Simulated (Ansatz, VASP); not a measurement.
# Mg: VASP beside Ansatz

```
CELL_PARAMETERS angstrom
3.20927 0.00000 0.00000
-1.60464 2.77931 0.00000
0.00000 0.00000 5.21033
ATOMIC_POSITIONS crystal
Mg 0.26322 0.66667 0.25000
Mg 0.66667 0.33333 0.75000
```

Alike in both runs: task single point; functional PBE; k mesh 18 × 18 × 10; occupations gaussian, width 0.15 eV; no spin polarisation.

|  | VASP | Ansatz |
| --- | --- | --- |
| version | VASP 6.6.1 | Ansatz 0.2.0 |
| potentials or method | VASP PAW PBE potentials, release 64 (Mg), cutoff 520 eV | scalar-relativistic, plane waves, PAW |
| valence electrons in the cell | 4 | 20 |

|  | VASP | Ansatz | Ansatz less VASP |
| --- | --- | --- | --- |
| gap on the k mesh at the Fermi level (eV) | none | none | - |
| pressure (GPa) | -0.5 | -0.3 | +0.12 |
| traceless stress, the component that is largest in VASP (GPa) | 0.55 | 0.55 | +0.002 |
| rms of the force components (eV/Å) | 0.088 | 0.088 | -0.0001 |

Atom by atom the forces differ by 0.000 eV/Å (rms over components). A gap of «none» marks a metal or a gap that the smearing closes. VASP's potentials hold 4 valence electrons a cell and Ansatz's 20, so a difference there can come from the potentials and not from the codes.
